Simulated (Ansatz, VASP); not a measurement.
## One calculation of C, two programs

```
CELL_PARAMETERS angstrom
1.22947 -2.12908 0.00000
1.22947 2.12908 0.00000
0.00000 0.00000 7.37782
ATOMIC_POSITIONS crystal
C 0.04867 0.88203 0.74984
C 0.61797 0.45133 0.25016
C 0.95133 0.11797 0.25016
C 0.38203 0.54867 0.74984
```

Change from the starting cell: mode 1 frozen in at +0.000 Å and mode 5 at -0.085 Å (largest displacements).

Alike in both runs: task single point; functional PBEsol; k mesh 18 × 18 × 6; occupations gaussian, width 0.15 eV; no spin polarisation.

```csv
,VASP,Ansatz
version,VASP 6.6.1,Ansatz 0.2.0
potentials or method,"VASP PAW PBE potentials, release 64 (C), cutoff 600 eV","scalar-relativistic, plane waves, PAW"
valence electrons in the cell,16,16
```

VASP gave:

| Item | Value |
| --- | --- |
| gap on the k mesh at the Fermi level (eV) | none |
| pressure (GPa) | 0.3 |
| traceless stress, the component that is largest in VASP (GPa) | -0.55 |

Task: Which values does Ansatz return?

Result: gap on the k mesh at the Fermi level (eV): none; pressure (GPa): 0.0; traceless stress, the component that is largest in VASP (GPa): 0.02.

VASP's potentials were made for PBE, not for PBEsol, and Ansatz warns of the same on its side. A gap of «none» marks a metal or a gap that the smearing closes. The functional is the same, so the differences come from potentials, cutoffs and numerics.
